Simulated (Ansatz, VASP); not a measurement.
Two plane-wave programs on Rb

File POSCAR:

```
Rb
1.0
    4.4951422711      0.0000000000      0.0000000000
    0.0000000000      4.4951422711      0.0000000000
    0.0000000000      0.0000000000      4.4951422711
Rb
1
Direct
    0.0000000000      0.0000000000      0.0000000000
```

INCAR.step1

```
SYSTEM = Rb
PREC = Accurate
ENCUT = 550
ISMEAR = -1
SIGMA = 0.1
LREAL = .FALSE.
LASPH = .TRUE.
NELM = 120
NBANDS = 10
GGA = PE
ALGO = Normal
EDIFF = 1E-5
LWAVE = .TRUE.
LCHARG = .FALSE.
GGA_COMPAT = .FALSE.
```

File INCAR.step2:

```
SYSTEM = Rb
PREC = Accurate
ENCUT = 550
EDIFF = 1E-6
ISMEAR = -1
SIGMA = 0.1
LREAL = .FALSE.
LASPH = .TRUE.
NELM = 120
ALGO = Normal
ISIF = 2
LWAVE = .FALSE.
LCHARG = .FALSE.
METAGGA = R2SCAN
LMIXTAU = .TRUE.
NBANDS = 10
ISTART = 1
GGA_COMPAT = .FALSE.
```

Contents of KPOINTS:

```
regular mesh
0
G
  8 8 8
  0 0 0
```

Input for Ansatz:

```yaml
crystal:
  lattice:
    - [4.4951422711, 0.0, 0.0]
    - [0.0, 4.4951422711, 0.0]
    - [0.0, 0.0, 4.4951422711]
  atoms:
    - { symbol: Rb, position: [0.0, 0.0, 0.0] }
hamiltonian:
  xc: r2scan
  pseudopotentials:
    kind: paw
    azcp:
      Rb: "pseudopotentials/Rb.paw.azcp"
basis:
  ecutwfc: 500
  fft_grid_basis: typed
kpoints:
  mp_grid: { grid: [8, 8, 8], shift: [0, 0, 0] }
magnetization:
  spin_polarized: false
scf:
  occupations: { method: fermi_dirac, width: 0.1 }
  lower_state_search: "off"
output:
  stress: true
```

Alike in both runs: task single point; functional r2SCAN; k mesh 8 × 8 × 8; occupations fermi-dirac, width 0.1 eV; no spin polarisation.

|  | VASP | Ansatz |
| --- | --- | --- |
| version | VASP 6.6.1 | Ansatz 0.2.0 |
| potentials or method | VASP PAW PBE potentials, release 64 (Rb_sv), cutoff 550 eV | plane waves (500 eV) with PAW, scalar-relativistic |
| valence electrons in the cell | 9 | 9 |

```tsv
	VASP	Ansatz	Ansatz less VASP
pressure (GPa)	0.2	0.2	0.00
```

VASP's potentials were made for PBE, not for r2SCAN. With one functional, cell and mesh, what is left measures potentials, basis and numerics.
